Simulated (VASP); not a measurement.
# Al (P6_3/mmc) in VASP: a series of runs, part 2 of 2

VASP 6.6.1.

### 4 Single point, PBE+D3(BJ)

This run uses another cell than the first one, of 18.79 Å³/atom.

The input, INCAR:

```
SYSTEM = Al
PREC = Accurate ; ENCUT = 500
EDIFF = 1E-6 ; ISMEAR = 0
SIGMA = 0.15 ; LREAL = .False.
LASPH = .True. ; NELM = 120
ALGO = Normal ; ISIF = 2
LWAVE = .False. ; LCHARG = .False.
GGA = PE ; IVDW = 12
NBANDS = 14 ; GGA_COMPAT = .False.
```

The input, KPOINTS:

```
Automatic mesh
0
Gamma
  18 18 4
  0 0 0
```

The input, POSCAR:

```
Al
1.0
    2.8654000000      0.0000000000      0.0000000000
   -1.4327000000      2.4815091920      0.0000000000
    0.0000000000      0.0000000000     10.5726000000
Al
4
Direct
    0.0000000000      0.0000000000      0.0000000000
    0.3333333333      0.6666666667      0.2500000000
    0.0000000000      0.0000000000      0.5000000000
    0.6666666667      0.3333333333      0.7500000000
```

Potentials or basis: VASP PAW PBE potentials, release 64 (Al).

On the command line:

```sh
> cat potpaw_PBE.64/Al/POTCAR > POTCAR
> mpirun -np 1 vasp_std > vasp.out
```

OUTCAR:

```text
SYSTEM = Al
   PREC = Accurate
   ENCUT = 500
   EDIFF = 1E-6
   ISMEAR = 0
   LREAL = .False.
   LASPH = .True.
   NELM = 120
   ISIF = 2
   GGA = PE
   IVDW = 12
 IVDW          = 12

 ion  position               nearest neighbor table
   1  0.000  0.000  0.000-   2 3.12   4 3.12   2 3.12   4 3.12   4 3.12   2 3.12
   2  0.333  0.667  0.250-   1 3.12   3 3.12   1 3.12   3 3.12   1 3.12   3 3.12
   3  0.000  0.000  0.500-   2 3.12   4 3.12   2 3.12   4 3.12   4 3.12   2 3.12
   4  0.667  0.333  0.750-   1 3.12   3 3.12   1 3.12   3 3.12   1 3.12   3 3.12

  LATTYP: Found a hexagonal cell.
 ALAT       =     2.8654000000
 C/A-ratio  =     3.6897466322

  Lattice vectors:

 A1 = (   2.8654000000,   0.0000000000,   0.0000000000)
 A2 = (  -1.4327000000,   2.4815091920,   0.0000000000)
 A3 = (   0.0000000000,   0.0000000000,  10.5726000000)

Analysis of symmetry for initial positions (statically):
=====================================================================
 Subroutine PRICEL returns:
 Original cell was already a primitive cell.

 Routine SETGRP: Setting up the symmetry group for a
 hexagonal supercell.

 Subroutine GETGRP returns: Found 24 space group operations
 (whereof 12 operations were pure point group operations)
 out of a pool of 24 trial point group operations.

The static configuration has the point symmetry D_3d.
 The point group associated with its full space group is D_6h.

Analysis of symmetry for dynamics (positions and initial velocities):
=====================================================================
 Subroutine PRICEL returns:
 Original cell was already a primitive cell.

 Routine SETGRP: Setting up the symmetry group for a
 hexagonal supercell.

 Subroutine GETGRP returns: Found 24 space group operations
 (whereof 12 operations were pure point group operations)
 out of a pool of 24 trial point group operations.

The dynamic configuration has the point symmetry D_3d.
 The point group associated with its full space group is D_6h.

 Subroutine INISYM returns: Found 24 space group operations
 (whereof 12 operations are pure point group operations),
 and found     1 'primitive' translations

----------------------------------------------------------------------------------------

                                     Primitive cell

  volume of cell :      75.1766

  direct lattice vectors                    reciprocal lattice vectors
     2.865400000  0.000000000  0.000000000     0.348991415  0.201490287  0.000000000
    -1.432700000  2.481509192  0.000000000     0.000000000  0.402980575  0.000000000
     0.000000000  0.000000000 10.572600000     0.000000000  0.000000000  0.094584114

  length of vectors
     2.865400000  2.865400000 10.572600000     0.402980575  0.402980575  0.094584114

  position of ions in fractional coordinates (direct lattice)
     0.000000000  0.000000000  0.000000000
     0.333333333  0.666666667  0.250000000
     0.000000000  0.000000000  0.500000000
     0.666666667  0.333333333  0.750000000

  ion indices of the primitive-cell ions
[... 58 lines left out ...]
 [... further k-points ...]
   k-points           NKPTS =    111   k-points in BZ     NKDIM =    111   number of bands    NBANDS=     14
   number of dos      NEDOS =    301   number of ions     NIONS =      4
   total plane-waves  NPLWV =  46080
   dimension x,y,z NGX =    24 NGY =   24 NGZ =   80
   dimension x,y,z NGXF=    48 NGYF=   48 NGZF=  160
   ions per type =               4
   NGX,Y,Z   is equivalent  to a cutoff of  13.92, 13.92, 12.58 a.u.
   NGXF,Y,Z  is equivalent  to a cutoff of  27.85, 27.85, 25.16 a.u.
 SYSTEM =  Al
   PREC   = accura    normal or accurate (medium, high low for compatibility)
   ISTART =      0    job   : 0-new  1-cont  2-samecut
   ICHARG =      2    charge: 1-file 2-atom 10-const
   ISPIN  =      1    spin polarized calculation?
   LNONCOLLINEAR =      F non collinear calculations
   LSORBIT =      F    spin-orbit coupling
   LASPH  =      T    aspherical Exc in radial PAW
   ENCUT  =  500.0 eV  36.75 Ry    6.06 a.u.   5.22  5.22 19.28*2*pi/ulx,y,z
   NELM   =    120;   NELMIN=  2; NELMDL= -5     # of ELM steps
   EDIFF  = 0.1E-05   stopping-criterion for ELM
   LREAL  =      F    real-space projection
   EDIFFG = 0.1E-04   stopping-criterion for IOM
   NSW    =      0    number of steps for IOM
   IBRION =     -1    ionic relax: 0-MD 1-quasi-New 2-CG
   NFREE  =      0    steps in history (QN), initial steepest desc. (CG)
   ISIF   =      2    stress and relaxation
   ISYM   =      2    0-nonsym 1-usesym 2-fastsym
   POTIM  = 0.5000    time-step for ionic-motion
   TEBEG  =    0.0;   TEEND  =   0.0 temperature during run
   PSTRESS=    0.0 pullay stress
   NELECT =      12.0000    total number of electrons
   NUPDOWN=      -1.0000    fix difference up-down
   EMIN   =  10.00;   EMAX   =-10.00  energy-range for DOS
   EFERMI =   0.00;   METHOD = LEGACY
   ISMEAR =     0;   SIGMA  =   0.15  broadening in eV -4-tet -1-fermi 0-gaus
   EFERMI_NEDOS =   21; number of points for ismear=-14 and -15
   IALGO  =     38    algorithm
   IMIX   =      4    mixing-type and parameters
     AMIX     =   0.40;   BMIX     =  1.00
     AMIX_MAG =   1.60;   BMIX_MAG =  1.00
  volume/ion in A,a.u.               =      18.79       126.83
  Fermi-wavevector in a.u.,A,eV,Ry     =   0.888057  1.678185 10.730174  0.788646
  Thomas-Fermi vector in A             =   2.009437
   LORBIT       =      0    0 simple, 1 ext, 2 COOP (PROOUT), +10 PAW based schemes
   GGA     = PE    functional components
   LHFCALC =     F    Hartree Fock is set to
   AEXX    =    0.0000 exact exchange contribution
   IVDW    =    12    specifies the selected vdW correction
   LEPSILON=     F    determine dielectric tensor
   LRPA    =     F    only Hartree local field effects (RPA)
 non-spin polarized calculation
 Gauss-broadening in eV      SIGMA  =   0.15
  energy-cutoff  :      500.00
  volume of cell :       75.18
 maximum number of plane-waves:      1930
 NGX is ok and might be reduce to    24
   NGX = 11   NGY = 11   NGZ = 39

 number of electron      12.0000000 magnetization

 Free energy of the ion-electron system (eV)
  ---------------------------------------------------
  ext. energy  EPLUGINS =         0.00000000
  ---------------------------------------------------
  free energy    TOTEN  =       -14.64787473 eV

  energy without entropy =      -14.62712194  energy(sigma->0) =      -14.63749833

 E-fermi :   6.6608     XC(G=0):  -9.7249

 val. band max:        6.6599115936   @ k =   0.1111   0.0556   0.2500
 cond. band min:       6.6635376290   @ k =   0.3889  -0.0000   0.2500
 fundamental gap:      0.0036260354
 Fermi energy:         6.6608461021

 k-point     1 :       0.0000    0.0000    0.0000
  band No.  band energies     occupation
      1      -3.5765      2.00000
      2      -2.2727      2.00000
      3      -2.2650      2.00000
      4       1.1312      2.00000
      5       2.1589      2.00000
      6       7.9500      0.00000
      7       7.9541      0.00000
      8      16.1090      0.00000
      9      16.1837      0.00000
     10      18.1568      0.00000
     11      18.1568      0.00000
     12      18.3119      0.00000
     13      18.3119      0.00000
     14      19.1528      0.00000
[... 377 lines left out ...]
      1       1.3148      2.00000
      2       2.5720      2.00000
      3       2.5736      2.00000
      4       3.8490      2.00000
      5       5.1079      2.00000
      6       5.1315      2.00000
      7       6.0748      2.00000
      8       6.8853      0.03431
      9       8.4078      0.00000
     10       9.3940      0.00000
     11      10.2554      0.00000
     12      11.2878      0.00000
     13      11.4933      0.00000
     14      12.6024      0.00000

 [... further k-points ...]

------------------------ aborting loop because EDIFF is reached ----------------------------------------

 Edisp (eV)   -1.17747

 E8    (eV) :    -0.5263

  FORCE on cell =-STRESS in cart. coord.  units (eV):
  Direction    XX          YY          ZZ          XY          YZ          ZX
  --------------------------------------------------------------------------------------
  -------------------------------------------------------------------------------------
  Total      -3.58837    -3.58837    -5.24363     0.00000     0.00000    -0.00000
  in kB     -76.47585   -76.47585  -111.75319     0.00000     0.00000    -0.00000
  external pressure =      -88.23 kB  Pullay stress =        0.00 kB

 VOLUME and BASIS-vectors are now :
 -----------------------------------------------------------------------------
  energy-cutoff  :      500.00
  volume of cell :       75.18
      direct lattice vectors                 reciprocal lattice vectors
     2.865400000  0.000000000  0.000000000     0.348991415  0.201490287  0.000000000
    -1.432700000  2.481509192  0.000000000     0.000000000  0.402980575  0.000000000
     0.000000000  0.000000000 10.572600000     0.000000000  0.000000000  0.094584114

 POSITION                                       TOTAL-FORCE (eV/Angst)
 -----------------------------------------------------------------------------------
      0.00000      0.00000      0.00000        -0.000000      0.000000      0.000000
     -0.00000      1.65434      2.64315         0.000000     -0.000000     -0.000000
      0.00000      0.00000      5.28630        -0.000000      0.000000      0.000000
      1.43270      0.82717      7.92945        -0.000000      0.000000     -0.000000
 -----------------------------------------------------------------------------------
    total drift:                               -0.000000      0.000000      0.000000

  FREE ENERGIE OF THE ION-ELECTRON SYSTEM (eV)
  ---------------------------------------------------
  free  energy   TOTEN  =       -15.8253424425 eV

  energy  without entropy=      -15.8045896478  energy(sigma->0) =      -15.81496605
```

OSZICAR:

```text
N       E                     dE             d eps       ncg     rms          rms(c)
DAV:   1     0.483858161290E+01    0.48386E+01   -0.38665E+03  3108   0.623E+02
DAV:   2    -0.140442483522E+02   -0.18883E+02   -0.17464E+02  4004   0.823E+01
DAV:   3    -0.147291573875E+02   -0.68491E+00   -0.66193E+00  4216   0.125E+01
DAV:   4    -0.147356850329E+02   -0.65276E-02   -0.65232E-02  3776   0.144E+00
DAV:   5    -0.147357563680E+02   -0.71335E-04   -0.71334E-04  4186   0.165E-01    0.229E+00
DAV:   6    -0.146842519142E+02    0.51504E-01   -0.80931E-03  3730   0.503E-01    0.134E+00
DAV:   7    -0.146482459542E+02    0.36006E-01   -0.20231E-02  3656   0.756E-01    0.205E-01
DAV:   8    -0.146478902116E+02    0.35574E-03   -0.37309E-04  4226   0.107E-01    0.254E-02
DAV:   9    -0.146478750101E+02    0.15201E-04   -0.17087E-05  3926   0.203E-02    0.495E-03
DAV:  10    -0.146478747303E+02    0.27978E-06   -0.60245E-07  2814   0.523E-03
   1 F= -.15825342E+02 E0= -.15814966E+02  d E =-.207528E-01
```

Wall time 27 s (1 thread of Intel Xeon 6975P-C (Granite Rapids), shared host); peak memory 0.24 GiB.

What came out:

```yaml
Free_energy: -15.8253 eV
Pressure: -8.8 GPa
Band_gap_on_the_k_mesh: zero (bands 6 and 7 overlap by 3.90 eV)
Dispersion_energy_per_atom: -0.294 eV
```

Caveat: the cell stands under tension.

### 5 Overview

| cell | gap on the mesh (eV) | pressure (GPa) |
| --- | --- | --- |
| a = 2.849, b = 2.849, c = 10.573 Å, angles 90.0, 90.0, 120.0°, 4 atoms | none | -8.3 |
| a = 2.882, b = 2.882, c = 10.306 Å, angles 90.0, 90.0, 120.0°, 4 atoms | none | -8.8 |
| a = 2.865, b = 2.865, c = 10.573 Å, angles 90.0, 90.0, 120.0°, 4 atoms | none | -8.8 |

Alike in all rows: task single point; level PBE+D3(BJ); potentials or basis VASP PAW PBE potentials, release 64 (Al); no spin polarisation; k mesh 18 × 18 × 4; cutoff (eV) 500; smearing gaussian 0.15 eV.

Caveats: the cell stands under tension.

Total energies depend on the potentials used, so only differences within one code and one set of settings carry meaning.
